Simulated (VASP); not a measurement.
# LiSc (P4/mmm) in VASP: relaxation of cell and atoms with LDA

Aim: the relaxation of cell and atoms of LiSc with LDA.

All numbers are computed with VASP 6.6.1; they aren't measurements. Logs are shortened: lines on timing, memory, paths and dates and some standing lists are left out, and cuts for length are marked.

**1. The cell of the first run**

It takes space group P4/mmm (No. 123, tetragonal). The conventional cell has a = 3.203 Å, b = 3.203 Å, c = 4.530 Å, α = 90.00°, β = 90.00°, γ = 90.00°. Within 4.2 Å of Li (site symmetry 4/mmm) lie 4 Li at 3.20 Å and 8 Sc at 3.20 Å. Within 4.2 Å of Sc (site symmetry 4/mmm) lie 8 Li at 3.20 Å and 4 Sc at 3.20 Å.

**2. Relaxation of cell and atoms, LDA**

Input file INCAR:

```
PREC = Accurate
ENCUT = 750
EDIFF = 1E-7
ISMEAR = -1
SIGMA = 0.05
LREAL = False
LASPH = True
NELM = 120
ALGO = Normal
ISIF = 3
LWAVE = False
LCHARG = False
IBRION = 2
NSW = 80
EDIFFG = -0.02
GGA_COMPAT = False
NELMIN = 4
KPAR = 4
```

Input file KPOINTS:

```
Automatic mesh
0
Gamma
  9 9 9
```

Input file POSCAR:

```
LiSc
1.0
    0.0000000000      4.5300000000      4.5300000000
    4.5300000000      0.0000000000      4.5300000000
    4.5300000000      4.5300000000      0.0000000000
Li Sc
4 4
Direct
    0.0000000000      0.0000000000      0.0000000000
    0.0000000000      0.5000000000      0.0000000000
    0.5000000000      0.0000000000      0.5000000000
    0.5000000000      0.5000000000      0.5000000000
    0.0000000000      0.0000000000      0.5000000000
    0.0000000000      0.5000000000      0.5000000000
    0.5000000000      0.0000000000      0.0000000000
    0.5000000000      0.5000000000      0.0000000000
```

Potentials or basis: VASP PAW LDA potentials, release 64 (Li_sv, Sc_sv).

Started as:

```console
$ cat potpaw_LDA.64/Li_sv/POTCAR potpaw_LDA.64/Sc_sv/POTCAR > POTCAR
$ mpirun -np 4 vasp_std > vasp.out
```

OUTCAR:

```text
PREC = Accurate
   ENCUT = 750
   EDIFF = 1E-7
   ISMEAR = -1
   LREAL = False
   LASPH = True
   NELM = 120
   ISIF = 3
   IBRION = 2
   NSW = 80
   EDIFFG = -0.02
   NELMIN = 4

 ion  position               nearest neighbor table
   1  0.000  0.000  0.000-
   2  0.000  0.500  0.000-
   3  0.500  0.000  0.500-
   4  0.500  0.500  0.500-
   5  0.000  0.000  0.500-   6 3.20   7 3.20   6 3.20   7 3.20
   6  0.000  0.500  0.500-   5 3.20   8 3.20   5 3.20   8 3.20
   7  0.500  0.000  0.000-   8 3.20   5 3.20   8 3.20   5 3.20
   8  0.500  0.500  0.000-   7 3.20   6 3.20   7 3.20   6 3.20

  LATTYP: Found a face centered cubic cell.
 ALAT       =     9.0600000000

  Lattice vectors:

 A1 = (   0.0000000000,   4.5300000000,   4.5300000000)
 A2 = (   4.5300000000,   0.0000000000,   4.5300000000)
 A3 = (   4.5300000000,   4.5300000000,   0.0000000000)

Analysis of symmetry for initial positions (statically):
=====================================================================
 Subroutine PRICEL returns following result:

  LATTYP: Found a simple tetragonal cell.
 ALAT       =     3.2031937188
 C/A-ratio  =     1.4142135624

  Lattice vectors:

 A1 = (  -2.2650000000,   0.0000000000,  -2.2650000000)
 A2 = (  -2.2650000000,   0.0000000000,   2.2650000000)
 A3 = (   0.0000000000,   4.5300000000,   0.0000000000)

   4 primitive cells build up your supercell.

 Routine SETGRP: Setting up the symmetry group for a
 face centered cubic supercell.

 Subroutine GETGRP returns: Found 16 space group operations
 (whereof 16 operations were pure point group operations)
 out of a pool of 48 trial point group operations.

The static configuration has the point symmetry D_4h.

Analysis of symmetry for dynamics (positions and initial velocities):
=====================================================================
 Subroutine PRICEL returns following result:

  LATTYP: Found a simple tetragonal cell.
 ALAT       =     3.2031937188
 C/A-ratio  =     1.4142135624

  Lattice vectors:

 A1 = (  -2.2650000000,   0.0000000000,  -2.2650000000)
 A2 = (  -2.2650000000,   0.0000000000,   2.2650000000)
 A3 = (   0.0000000000,   4.5300000000,   0.0000000000)

   4 primitive cells build up your supercell.

 Routine SETGRP: Setting up the symmetry group for a
 face centered cubic supercell.

 Subroutine GETGRP returns: Found 16 space group operations
 (whereof 16 operations were pure point group operations)
 out of a pool of 48 trial point group operations.

The dynamic configuration has the point symmetry D_4h.

 Subroutine INISYM returns: Found 16 space group operations
 (whereof 16 operations are pure point group operations),
 and found     4 'primitive' translations

----------------------------------------------------------------------------------------

                                     Primitive cell

  volume of cell :      46.4798

  direct lattice vectors                    reciprocal lattice vectors
    -2.265000000  0.000000000 -2.265000000    -0.220750552  0.000000000 -0.220750552
    -2.265000000  0.000000000  2.265000000    -0.220750552  0.000000000  0.220750552
     0.000000000  4.530000000  0.000000000     0.000000000  0.220750552  0.000000000

  length of vectors
     3.203193719  3.203193719  4.530000000     0.312188424  0.312188424  0.220750552

  position of ions in fractional coordinates (direct lattice)
     0.000000000  0.000000000  0.000000000
     0.500000000  0.500000000  0.500000000

  ion indices of the primitive-cell ions
   primitive index   ion index
                 1           1
                 2           5

----------------------------------------------------------------------------------------

 KPOINTS: Automatic mesh

Automatic generation of k-mesh.
 Grid dimensions read from file:
 generate k-points for:    9    9    9

 Generating k-lattice:

  Cartesian coordinates                     Fractional coordinates (reciprocal lattice)
    -0.012263920  0.012263920  0.012263920     0.111111111  0.000000000  0.000000000
     0.012263920 -0.012263920  0.012263920     0.000000000  0.111111111  0.000000000
     0.012263920  0.012263920 -0.012263920     0.000000000  0.000000000  0.111111111

  Length of vectors
     0.021241732  0.021241732  0.021241732

  Shift w.r.t. Gamma in fractional coordinates (k-lattice)
     0.000000000  0.000000000  0.000000000

 Subroutine IBZKPT returns following result:
 ===========================================

 Found     75 irreducible k-points:

 Following reciprocal coordinates:
            Coordinates               Weight
  0.000000  0.000000  0.000000      1.000000
  0.111111  0.000000  0.000000      8.000000
  0.222222  0.000000  0.000000      8.000000
  0.333333  0.000000  0.000000      8.000000
  0.444444  0.000000  0.000000      8.000000
  0.111111  0.111111  0.000000      4.000000
[... 16 lines left out ...]
  0.222222  0.000000  0.222222      2.000000
  0.333333  0.222222  0.000000     16.000000
 [... further k-points ...]
   k-points           NKPTS =     75   k-points in BZ     NKDIM =     75   number of bands    NBANDS=     33
   number of dos      NEDOS =    301   number of ions     NIONS =      8
   total plane-waves  NPLWV = 216000
   dimension x,y,z NGX =    60 NGY =   60 NGZ =   60
   dimension x,y,z NGXF=   120 NGYF=  120 NGZF=  120
   ions per type =               4   4
   NGX,Y,Z   is equivalent  to a cutoff of  15.57, 15.57, 15.57 a.u.
   NGXF,Y,Z  is equivalent  to a cutoff of  31.14, 31.14, 31.14 a.u.
 SYSTEM =  unknown system
   PREC   = accura    normal or accurate (medium, high low for compatibility)
   ISTART =      0    job   : 0-new  1-cont  2-samecut
   ICHARG =      2    charge: 1-file 2-atom 10-const
   ISPIN  =      1    spin polarized calculation?
   LNONCOLLINEAR =      F non collinear calculations
   LSORBIT =      F    spin-orbit coupling
   LASPH  =      T    aspherical Exc in radial PAW
   ENCUT  =  750.0 eV  55.12 Ry    7.42 a.u.  14.31 14.31 14.31*2*pi/ulx,y,z
   NELM   =    120;   NELMIN=  4; NELMDL= -5     # of ELM steps
   EDIFF  = 0.1E-06   stopping-criterion for ELM
   LREAL  =      F    real-space projection
   EDIFFG = -.2E-01   stopping-criterion for IOM
   NSW    =     80    number of steps for IOM
   IBRION =      2    ionic relax: 0-MD 1-quasi-New 2-CG
   NFREE  =      1    steps in history (QN), initial steepest desc. (CG)
   ISIF   =      3    stress and relaxation
   ISYM   =      2    0-nonsym 1-usesym 2-fastsym
   POTIM  = 0.5000    time-step for ionic-motion
   TEBEG  =    0.0;   TEEND  =   0.0 temperature during run
   PSTRESS=    0.0 pullay stress
   NELECT =      56.0000    total number of electrons
   NUPDOWN=      -1.0000    fix difference up-down
   EMIN   =  10.00;   EMAX   =-10.00  energy-range for DOS
   EFERMI =   0.00;   METHOD = LEGACY
   ISMEAR =    -1;   SIGMA  =   0.05  broadening in eV -4-tet -1-fermi 0-gaus
   EFERMI_NEDOS =   21; number of points for ismear=-14 and -15
   IALGO  =     38    algorithm
   IMIX   =      4    mixing-type and parameters
     AMIX     =   0.40;   BMIX     =  1.00
     AMIX_MAG =   1.60;   BMIX_MAG =  1.00
  volume/ion in A,a.u.               =      23.24       156.83
  Fermi-wavevector in a.u.,A,eV,Ry     =   1.097394  2.073774 16.385141  1.204274
  Thomas-Fermi vector in A             =   2.233753
   LORBIT       =      0    0 simple, 1 ext, 2 COOP (PROOUT), +10 PAW based schemes
   GGA     = CA    functional components
   LHFCALC =     F    Hartree Fock is set to
   AEXX    =    0.0000 exact exchange contribution
   IVDW    =     0    specifies the selected vdW correction
   LEPSILON=     F    determine dielectric tensor
   LRPA    =     F    only Hartree local field effects (RPA)
 conjugate gradient relaxation of ions
 non-spin polarized calculation
  energy-cutoff  :      750.00
  volume of cell :      185.92
 maximum number of plane-waves:      8699
 NGX is ok and might be reduce to    60
   NGX = 29   NGY = 29   NGZ = 29

--------------------------------------- Ionic step        1  -------------------------------------------

 number of electron      56.0000002 magnetization

 Free energy of the ion-electron system (eV)
  ---------------------------------------------------
  ext. energy  EPLUGINS =         0.00000000
  ---------------------------------------------------
  free energy    TOTEN  =       -32.60782907 eV

  energy without entropy =      -32.48203839  energy(sigma->0) =      -32.54493373

------------------------ aborting loop because EDIFF is reached ----------------------------------------

  FORCE on cell =-STRESS in cart. coord.  units (eV):
  Direction    XX          YY          ZZ          XY          YZ          ZX
  --------------------------------------------------------------------------------------
  -------------------------------------------------------------------------------------
  Total       -5.3093020     -4.0937518     -5.3093020     -0.0000000      0.0000000      0.0000000
  in kB      -45.7534040    -35.2782868    -45.7534040     -0.0000000      0.0000000      0.0000000
  external PRESSURE =     -42.2616982 kB  Pullay stress =       0.0000000 kB
[... 107 lines left out ...]
  FREE ENERGIE OF THE ION-ELECTRON SYSTEM (eV)
  ---------------------------------------------------
  free  energy   TOTEN  =       -33.0024139509 eV

  energy  without entropy=      -32.8981669529  energy(sigma->0) =      -32.95029045

[... ionic steps 4 to 10 ...]

--------------------------------------- Ionic step       11  -------------------------------------------

 number of electron      56.0000009 magnetization

------------------------ aborting loop because EDIFF is reached ----------------------------------------
[... 37 lines left out ...]
--------------------------------------- Ionic step       12  -------------------------------------------

 number of electron      56.0000004 magnetization

 E-fermi :   2.5561     XC(G=0):  -9.1198

 val. band max:        2.5536683712   @ k =   0.2222   0.0000  -0.2222
 cond. band min:       2.5571764010   @ k =  -0.3333   0.1111   0.0000
 fundamental gap:      0.0035080298
 Fermi energy:         2.5560655373

 k-point     1 :       0.0000    0.0000    0.0000
  band No.  band energies     occupation
      1     -46.3790      2.00000
      2     -46.2926      2.00000
      3     -46.2926      2.00000
      4     -46.2099      2.00000
      5     -42.2515      2.00000
      6     -42.2383      2.00000
[... 896 lines left out ...]
--------------------------------------- Ionic step       13  -------------------------------------------

 number of electron      56.0000009 magnetization

 Free energy of the ion-electron system (eV)
  ---------------------------------------------------
  ext. energy  EPLUGINS =         0.00000000
  ---------------------------------------------------
  free energy    TOTEN  =       -33.13292909 eV

  energy without entropy =      -33.06734782  energy(sigma->0) =      -33.10013846

 E-fermi :   2.6566     XC(G=0):  -9.2025

 val. band max:        2.6552039781   @ k =  -0.2222   0.2222   0.0000
 cond. band min:       2.6609347522   @ k =   0.1111   0.0000   0.4444
 fundamental gap:      0.0057307741
 Fermi energy:         2.6566418533

 k-point     1 :       0.0000    0.0000    0.0000
  band No.  band energies     occupation
      1     -46.2427      2.00000
      2     -46.1535      2.00000
      3     -46.1535      2.00000
      4     -46.0682      2.00000
      5     -42.0834      2.00000
      6     -42.0698      2.00000
[... 890 lines left out ...]
  FREE ENERGIE OF THE ION-ELECTRON SYSTEM (eV)
  ---------------------------------------------------
  free  energy   TOTEN  =       -33.1329290879 eV

  energy  without entropy=      -33.0673478228  energy(sigma->0) =      -33.10013846

 reached required accuracy - stopping structural energy minimisation
```

Wall time 32 min (4 MPI ranks of Intel Xeon 6975P-C (Granite Rapids), shared host); peak memory 0.89 GiB.

Results:

- Free energy: -33.1329 eV
- Relaxed volume: 20.15 Å³/atom
- Relaxed cell: a = 6.329 Å, b = 5.772 Å, c = 6.329 Å, α = 62.87°, β = 54.26°, γ = 62.87°
- Space group after relaxing (to 0.1 Å): P4/mmm (No. 123)
- Energy gained by relaxing: 65.6 meV/atom
- Ionic steps: 13
- Pressure after relaxing: 0.0 GPa
- Band gap on the k mesh: zero (bands 28 and 29 overlap by 0.45 eV)

Step by step:
| step | energy change (eV) | largest force (eV/Å) | pressure (GPa) | volume (Å³) |
| --- | --- | --- | --- | --- |
| 1 | 0.0000 | 0.0000 | -4.23 | 185.92 |
| 2 | -0.3248 | 0.0000 | -2.01 | 169.90 |
| 3 | -0.3946 | 0.0000 | -0.22 | 160.59 |
| 4 | -0.3956 | 0.0000 | 0.07 | 159.31 |
| 5 | -0.3955 | 0.0000 | -0.05 | 159.82 |
| 6 | -0.3996 | 0.0000 | -0.05 | 159.85 |
| 7 | -0.4156 | 0.0000 | -0.03 | 159.93 |
| 8 | -0.4562 | 0.0000 | 0.02 | 159.96 |
| 9 | -0.5195 | 0.0000 | 0.27 | 159.61 |
| 10 | -0.3218 | 0.0000 | 1.74 | 157.31 |
| 11 | -0.5230 | 0.0000 | 0.36 | 159.46 |
| 12 | -0.5160 | 0.0000 | -0.66 | 164.72 |
| 13 | -0.5251 | 0.0000 | 0.02 | 161.17 |

Final structure:
```
CELL_PARAMETERS angstrom
0.00000 4.83699 4.08172
4.08172 0.00000 4.08172
4.08172 4.83699 0.00000
ATOMIC_POSITIONS crystal
Li 0.00000 0.00000 0.00000
Li 0.00000 0.50000 0.00000
Li 0.50000 0.00000 0.50000
Li 0.50000 0.50000 0.50000
Sc 0.00000 0.00000 0.50000
Sc 0.00000 0.50000 0.50000
Sc 0.50000 0.00000 0.00000
Sc 0.50000 0.50000 0.00000
```

Levels at points of the mesh, in eV from the Fermi level:
| k point | band 26 | band 27 | band 28 | band 29 | band 30 | band 31 |
| --- | --- | --- | --- | --- | --- | --- |
| (0.00, 0.00, 0.00) | -0.42 | -0.42 | -0.31 | 0.14 | 0.14 | 0.51 |
